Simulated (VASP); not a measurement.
# Au (Fm-3m) in VASP: a series of runs

Runs on Au. Level: PBE. Tasks: single point, relaxation of cell and atoms.

All numbers are computed with VASP 6.6.1; they aren't measurements. Logs are shortened: lines on timing, memory, paths and dates and some standing lists are left out, and cuts for length are marked.

**1. The cell of the first run**

Symmetry: Fm-3m, No. 225, cubic system. The conventional cell has a = 6.233 Å, b = 6.233 Å, c = 6.233 Å, α = 90.00°, β = 90.00°, γ = 90.00°. Within 3.6 Å of Au (site symmetry -43m) lie 10 Au at 2.70 to 3.12 Å. Au (site symmetry m-3m) has 8 Au at 2.70 Å within 3.6 Å.

**2. Single point, PBE**

Contents of INCAR:

```
ALGO = Fast
EDIFF = 1E-7
ENCUT = 520
GGA = PE
ISIF = 2
ISMEAR = 0
LASPH = T
LCHARG = F
LREAL = F
LWAVE = F
NBANDS = 24
NELM = 60
PREC = Accurate
SIGMA = 0.1
```

Contents of KPOINTS:

```
k-points
0
Gamma
  6 6 6
```

Contents of POSCAR:

```
Au
1.0
    0.0000000000      3.1167157700      3.1167157700
    3.1167157700      0.0000000000      3.1167157700
    3.1167157700      3.1167157700      0.0000000000
Au
3
Direct
    0.2500000000      0.2500000000      0.2500000000
    0.7500000000      0.7500000000      0.7500000000
    0.5000000000      0.5000000000      0.5000000000
```

Potentials or basis: VASP PAW PBE potentials, release 64 (Au).

Started as:

```bash
$ cat potpaw_PBE.64/Au/POTCAR > POTCAR
$ mpirun -np 1 vasp_std > vasp.out
```

OUTCAR:

```text
EDIFF = 1E-7
   ENCUT = 520
   GGA = PE
   ISIF = 2
   ISMEAR = 0
   LASPH = T
   LREAL = F
   NELM = 60
   PREC = Accurate

 ion  position               nearest neighbor table
   1  0.250  0.250  0.250-   3 2.70   3 2.70   3 2.70   3 2.70   2 3.12   2 3.12   2 3.12   2 3.12
                             2 3.12   2 3.12
   2  0.750  0.750  0.750-   3 2.70   3 2.70   3 2.70   3 2.70   1 3.12   1 3.12   1 3.12   1 3.12
                             1 3.12   1 3.12
   3  0.500  0.500  0.500-   1 2.70   2 2.70   1 2.70   1 2.70   1 2.70   2 2.70   2 2.70   2 2.70

  LATTYP: Found a face centered cubic cell.
 ALAT       =     6.2334315400

  Lattice vectors:

 A1 = (   0.0000000000,   3.1167157700,   3.1167157700)
 A2 = (   3.1167157700,   0.0000000000,   3.1167157700)
 A3 = (   3.1167157700,   3.1167157700,   0.0000000000)

Analysis of symmetry for initial positions (statically):
=====================================================================
 Subroutine PRICEL returns:
 Original cell was already a primitive cell.

 Routine SETGRP: Setting up the symmetry group for a
 face centered cubic supercell.

 Subroutine GETGRP returns: Found 48 space group operations
 (whereof 48 operations were pure point group operations)
 out of a pool of 48 trial point group operations.

The static configuration has the point symmetry O_h .

Analysis of symmetry for dynamics (positions and initial velocities):
=====================================================================
 Subroutine PRICEL returns:
 Original cell was already a primitive cell.

 Routine SETGRP: Setting up the symmetry group for a
 face centered cubic supercell.

 Subroutine GETGRP returns: Found 48 space group operations
 (whereof 48 operations were pure point group operations)
 out of a pool of 48 trial point group operations.

The dynamic configuration has the point symmetry O_h .

 Subroutine INISYM returns: Found 48 space group operations
 (whereof 48 operations are pure point group operations),
 and found     1 'primitive' translations

----------------------------------------------------------------------------------------

                                     Primitive cell

  volume of cell :      60.5510

  direct lattice vectors                    reciprocal lattice vectors
     0.000000000  3.116715770  3.116715770    -0.160425280  0.160425280  0.160425280
     3.116715770  0.000000000  3.116715770     0.160425280 -0.160425280  0.160425280
     3.116715770  3.116715770  0.000000000     0.160425280  0.160425280 -0.160425280

  length of vectors
     4.407701712  4.407701712  4.407701712     0.277864736  0.277864736  0.277864736

  position of ions in fractional coordinates (direct lattice)
     0.250000000  0.250000000  0.250000000
     0.750000000  0.750000000  0.750000000
     0.500000000  0.500000000  0.500000000

  ion indices of the primitive-cell ions
   primitive index   ion index
                 1           1
                 2           2
                 3           3

----------------------------------------------------------------------------------------

 KPOINTS: k-points

Automatic generation of k-mesh.
 Grid dimensions read from file:
 generate k-points for:    6    6    6

 Generating k-lattice:

  Cartesian coordinates                     Fractional coordinates (reciprocal lattice)
    -0.026737547  0.026737547  0.026737547     0.166666667  0.000000000  0.000000000
     0.026737547 -0.026737547  0.026737547     0.000000000  0.166666667  0.000000000
     0.026737547  0.026737547 -0.026737547     0.000000000  0.000000000  0.166666667

  Length of vectors
     0.046310789  0.046310789  0.046310789

  Shift w.r.t. Gamma in fractional coordinates (k-lattice)
     0.000000000  0.000000000  0.000000000

 Subroutine IBZKPT returns following result:
 ===========================================

 Found     16 irreducible k-points:

 Following reciprocal coordinates:
            Coordinates               Weight
  0.000000  0.000000  0.000000      1.000000
  0.166667  0.000000  0.000000      8.000000
  0.333333  0.000000  0.000000      8.000000
  0.500000  0.000000  0.000000      4.000000
  0.166667  0.166667  0.000000      6.000000
  0.333333  0.166667  0.000000     24.000000
[... 8 lines left out ...]
 -0.333333  0.333333  0.166667     24.000000
 -0.333333  0.500000  0.166667     12.000000
   k-points           NKPTS =     16   k-points in BZ     NKDIM =     16   number of bands    NBANDS=     24
   number of dos      NEDOS =    301   number of ions     NIONS =      3
   total plane-waves  NPLWV =  46656
   dimension x,y,z NGX =    36 NGY =   36 NGZ =   36
   dimension x,y,z NGXF=    72 NGYF=   72 NGZF=   72
   ions per type =               3
   NGX,Y,Z   is equivalent  to a cutoff of  13.58, 13.58, 13.58 a.u.
   NGXF,Y,Z  is equivalent  to a cutoff of  27.16, 27.16, 27.16 a.u.
 SYSTEM =  unknown system
   PREC   = accura    normal or accurate (medium, high low for compatibility)
   ISTART =      0    job   : 0-new  1-cont  2-samecut
   ICHARG =      2    charge: 1-file 2-atom 10-const
   ISPIN  =      1    spin polarized calculation?
   LNONCOLLINEAR =      F non collinear calculations
   LSORBIT =      F    spin-orbit coupling
   LASPH  =      T    aspherical Exc in radial PAW
   ENCUT  =  520.0 eV  38.22 Ry    6.18 a.u.   8.20  8.20  8.20*2*pi/ulx,y,z
   NELM   =     60;   NELMIN=  2; NELMDL= -5     # of ELM steps
   EDIFF  = 0.1E-06   stopping-criterion for ELM
   LREAL  =      F    real-space projection
   EDIFFG = 0.1E-05   stopping-criterion for IOM
   NSW    =      0    number of steps for IOM
   IBRION =     -1    ionic relax: 0-MD 1-quasi-New 2-CG
   NFREE  =      0    steps in history (QN), initial steepest desc. (CG)
   ISIF   =      2    stress and relaxation
   ISYM   =      2    0-nonsym 1-usesym 2-fastsym
   POTIM  = 0.5000    time-step for ionic-motion
   TEBEG  =    0.0;   TEEND  =   0.0 temperature during run
   PSTRESS=    0.0 pullay stress
   NELECT =      33.0000    total number of electrons
   NUPDOWN=      -1.0000    fix difference up-down
   EMIN   =  10.00;   EMAX   =-10.00  energy-range for DOS
   EFERMI =   0.00;   METHOD = LEGACY
   ISMEAR =     0;   SIGMA  =   0.10  broadening in eV -4-tet -1-fermi 0-gaus
   EFERMI_NEDOS =   21; number of points for ismear=-14 and -15
   IALGO  =     68    algorithm
   IMIX   =      4    mixing-type and parameters
     AMIX     =   0.40;   BMIX     =  1.00
     AMIX_MAG =   1.60;   BMIX_MAG =  1.00
  volume/ion in A,a.u.               =      20.18       136.21
  Fermi-wavevector in a.u.,A,eV,Ry     =   1.337228  2.526995 24.329666  1.788180
  Thomas-Fermi vector in A             =   2.465793
   LORBIT       =      0    0 simple, 1 ext, 2 COOP (PROOUT), +10 PAW based schemes
   GGA     = PE    functional components
   LHFCALC =     F    Hartree Fock is set to
   AEXX    =    0.0000 exact exchange contribution
   IVDW    =     0    specifies the selected vdW correction
   LEPSILON=     F    determine dielectric tensor
   LRPA    =     F    only Hartree local field effects (RPA)
 non-spin polarized calculation
 RMM-DIIS sequential band-by-band and
 Gauss-broadening in eV      SIGMA  =   0.10
  energy-cutoff  :      520.00
  volume of cell :       60.55
 maximum number of plane-waves:      1660
 NGX is ok and might be reduce to    36
   NGX = 17   NGY = 17   NGZ = 17

 number of electron      33.0000005 magnetization

 Free energy of the ion-electron system (eV)
  ---------------------------------------------------
  ext. energy  EPLUGINS =         0.00000000
  ---------------------------------------------------
  free energy    TOTEN  =        -8.91243341 eV

  energy without entropy =       -8.89676952  energy(sigma->0) =       -8.90460146

 E-fermi :   6.9527     XC(G=0): -11.4935

 val. band max:        6.9172942363   @ k =  -0.3333   0.3333   0.0000
 cond. band min:       6.9724162221   @ k =  -0.3333   0.1667   0.0000
 fundamental gap:      0.0551219858
 Fermi energy:         6.9526937041

 k-point     1 :       0.0000    0.0000    0.0000
  band No.  band energies     occupation
      1      -1.5535      2.00000
      2       0.9758      2.00000
      3       0.9758      2.00000
      4       1.9115      2.00000
      5       1.9115      2.00000
      6       1.9115      2.00000
[... 16 lines left out ...]
     23      15.5552      0.00000
     24      15.5552      0.00000

 k-point     2 :       0.1667    0.0000    0.0000
  band No.  band energies     occupation
      1      -1.1867      2.00000
      2       1.1317      2.00000
      3       1.1317      2.00000
      4       1.5704      2.00000
      5       1.7413      2.00000
      6       1.7413      2.00000
[... 16 lines left out ...]
     23      15.8014      0.00000
     24      15.8014      0.00000

 k-point     3 :       0.3333    0.0000    0.0000
  band No.  band energies     occupation
      1      -0.2468      2.00000
      2       1.3908      2.00000
      3       1.5148      2.00000
      4       1.5148      2.00000
      5       1.5842      2.00000
      6       1.5842      2.00000
[... 16 lines left out ...]
     23      15.7624      0.00000
     24      17.7195      0.00000

 k-point     4 :       0.5000    0.0000    0.0000
  band No.  band energies     occupation
      1       0.4458      2.00000
      2       1.4119      2.00000
      3       1.4751      2.00000
      4       1.4751      2.00000
      5       1.8745      2.00000
      6       1.8745      2.00000
[... 16 lines left out ...]
     23      15.6854      0.00000
     24      20.9371      0.00000

 k-point     5 :       0.1667    0.1667    0.0000
  band No.  band energies     occupation
      1      -1.0693      2.00000
      2       1.1707      2.00000
      3       1.1768      2.00000
      4       1.6364      2.00000
      5       1.6364      2.00000
      6       1.6708      2.00000
[... 235 lines left out ...]
 k-point    14 :       0.5000    0.3333    0.1667
  band No.  band energies     occupation
      1       0.3419      2.00000
      2       1.0618      2.00000
      3       1.1687      2.00000
      4       1.5646      2.00000
      5       1.6620      2.00000
      6       1.9563      2.00000
[... 16 lines left out ...]
     23      19.3710      0.00000
     24      20.0801      0.00000

 k-point    15 :      -0.3333    0.3333    0.1667
  band No.  band energies     occupation
      1       0.7370      2.00000
      2       0.9020      2.00000
      3       1.1575      2.00000
      4       1.5542      2.00000
      5       1.6531      2.00000
      6       2.3476      2.00000
[... 16 lines left out ...]
     23      18.2799      0.00000
     24      20.0451      0.00000

 k-point    16 :      -0.3333    0.5000    0.1667
  band No.  band energies     occupation
      1       0.6926      2.00000
      2       0.9590      2.00000
      3       0.9681      2.00000
      4       1.5751      2.00000
      5       1.8117      2.00000
      6       2.2715      2.00000
[... 16 lines left out ...]
     23      18.9048      0.00000
     24      21.7688      0.00000

------------------------ aborting loop because EDIFF is reached ----------------------------------------

  FORCE on cell =-STRESS in cart. coord.  units (eV):
  Direction    XX          YY          ZZ          XY          YZ          ZX
  --------------------------------------------------------------------------------------
  -------------------------------------------------------------------------------------
  Total        2.7729032      2.7729032      2.7729032      0.0000000      0.0000000      0.0000000
  in kB       73.3708745     73.3708745     73.3708745      0.0000000      0.0000000      0.0000000
  external PRESSURE =      73.3708745 kB  Pullay stress =       0.0000000 kB

 VOLUME and BASIS-vectors are now :
 -----------------------------------------------------------------------------
  energy-cutoff  :      520.00
  volume of cell :       60.55
      direct lattice vectors                 reciprocal lattice vectors
     0.000000000  3.116715770  3.116715770    -0.160425280  0.160425280  0.160425280
     3.116715770  0.000000000  3.116715770     0.160425280 -0.160425280  0.160425280
     3.116715770  3.116715770  0.000000000     0.160425280  0.160425280 -0.160425280

 POSITION                                       TOTAL-FORCE (eV/Angst)
 -----------------------------------------------------------------------------------
      1.55836      1.55836      1.55836        -0.000000     -0.000000     -0.000000
      4.67507      4.67507      4.67507         0.000000      0.000000      0.000000
      3.11672      3.11672      3.11672        -0.000000      0.000000     -0.000000
 -----------------------------------------------------------------------------------
    total drift:                                0.000000      0.000000      0.000000

  FREE ENERGIE OF THE ION-ELECTRON SYSTEM (eV)
  ---------------------------------------------------
  free  energy   TOTEN  =        -8.9124334058 eV

  energy  without entropy=       -8.8967695170  energy(sigma->0) =       -8.90460146
```

It took 18 s on 1 thread of Intel Xeon 6975P-C (Granite Rapids), shared host; peak memory 0.2 GiB.

What came out:

```
Free energy : -8.9124 eV
Pressure    : 7.3 GPa
```

Caveat: spin-orbit coupling is left out, which moves the levels of the heavy elements.

**3. Single point, PBE**

This run uses another cell than the first one, of 21.59 Å³/atom, 1.069 times its volume.

Contents of INCAR:

```
SYSTEM = Au
PREC = Accurate
ENCUT = 520
EDIFF = 1E-6
ISMEAR = 0
SIGMA = 0.1
LREAL = .False.
LASPH = .True.
NELM = 80
ALGO = Fast
ISIF = 2
LWAVE = .False.
LCHARG = .False.
GGA = PE
NBANDS = 24
```

Contents of KPOINTS:

```
regular mesh
0
Gamma
  6 6 6
  0 0 0
```

Contents of POSCAR:

```
Au
1.0
    0.0000000000      3.1872491393      3.1872491393
    3.1872491393      0.0000000000      3.1872491393
    3.1872491393      3.1872491393      0.0000000000
Au
3
Direct
    0.2500000000      0.2500000000      0.2500000000
    0.7500000000      0.7500000000      0.7500000000
    0.5000000000      0.5000000000      0.5000000000
```

Potentials or basis: VASP PAW PBE potentials, release 64 (Au).

Started as:

```bash
$ cat potpaw_PBE.64/Au/POTCAR > POTCAR
$ mpirun -np 1 vasp_std > vasp.out
```

Run time: 14 s. Hardware: 1 thread of Intel Xeon 6975P-C (Granite Rapids), shared host; peak memory 0.2 GiB.

Results (log left out):

| Item | Value |
| --- | --- |
| Free energy | -8.9981 eV |
| Pressure | -0.5 GPa |

Levels at points of the mesh, in eV from the Fermi level:
| k point | band 12 | band 13 | band 14 | band 15 | band 16 | band 17 | band 18 | band 19 | band 20 | band 21 |
| --- | --- | --- | --- | --- | --- | --- | --- | --- | --- | --- |
| (0.00, 0.00, 0.00) | -1.94 | -1.94 | -1.94 | -1.85 | -1.85 | 4.64 | 6.57 | 7.15 | 7.15 | 7.15 |
| (0.50, 0.00, 0.00) | -2.96 | -2.30 | -2.30 | -1.71 | -1.71 | -0.82 | 5.56 | 5.67 | 5.67 | 6.92 |
| (0.50, 0.50, 0.00) | -2.49 | -1.90 | -1.50 | -1.50 | -0.85 | -0.81 | 1.41 | 1.41 | 3.57 | 7.05 |

Caveat: spin-orbit coupling is left out, which moves the levels of the heavy elements.

(Part 1 of 2 ends here.)
